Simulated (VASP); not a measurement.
Write the native input for VASP 6.6.1 that does the following.

```yaml
Task: single point
Functional: r2SCAN
Potentials_or_basis: VASP PAW PBE potentials, release 64 (Rb_sv, Br)
Cutoff: 520 eV
k_mesh: 6 × 6 × 6
Occupations: gaussian, width 0.05 eV
Spin: no spin polarisation
Dipole_correction: no
Further_INCAR_settings: ALGO = Normal; EDIFF = 1e-06; NBANDS = 15
```

RbBr:

```
Rb Br
1.0
     0.00000    3.32468    3.53032
     3.32468    0.00000    3.53032
     3.32468    3.32468    0.00000
Rb Br
1 1
Direct
  0.00000 0.00000 0.00000
  0.50000 0.50000 0.50000
```

This cell differs from its parent crystal: strain -0.030 along x and y, +0.030 along z.

One way to write it, as run:

POSCAR

```
RbBr
1.0
    0.0000000000      3.3246750000      3.5303250000
    3.3246750000      0.0000000000      3.5303250000
    3.3246750000      3.3246750000      0.0000000000
Rb Br
1 1
Direct
    0.0000000000      0.0000000000      0.0000000000
    0.5000000000      0.5000000000      0.5000000000
```

INCAR.step1

```
  PREC = Accurate
  ENCUT = 520
  ISMEAR = 0
  SIGMA = 0.05
  LREAL = False
  LASPH = True
  NELM = 60
  NBANDS = 15
  GGA = PE
  ALGO = Normal
  EDIFF = 1E-4
  LWAVE = True
  LCHARG = False
```

INCAR.step2

```
  PREC = Accurate
  ENCUT = 520
  EDIFF = 1E-6
  ISMEAR = 0
  SIGMA = 0.05
  LREAL = False
  LASPH = True
  NELM = 60
  ALGO = Normal
  ISIF = 2
  LWAVE = False
  LCHARG = False
  METAGGA = R2SCAN
  LMIXTAU = True
  NBANDS = 15
  ISTART = 1
```

KPOINTS

```
regular mesh
0
Gamma
  6 6 6
```

Potentials or basis: VASP PAW PBE potentials, release 64 (Rb_sv, Br).

Launch:

```console
$ cat potpaw_PBE.64/Rb_sv/POTCAR potpaw_PBE.64/Br/POTCAR > POTCAR
$ cp INCAR.step1 INCAR
$ mpirun -np 1 vasp_std > vasp.out
$ cp INCAR.step2 INCAR
$ mpirun -np 1 vasp_std > vasp.out
```

It gave:

- Pressure: 1.2 GPa
- Band gap on the k mesh: 5.01 eV

Caveat: the cell differs from its parent crystal (strain -0.030 along x and y, +0.030 along z); the PAW data sets were made with another functional, which shifts forces and pressure a little.

Wall time 74 s on 1 thread of Intel(R) Xeon(R) Platinum 8488C (Sapphire Rapids), on a shared host, peak memory 0.23 GiB.
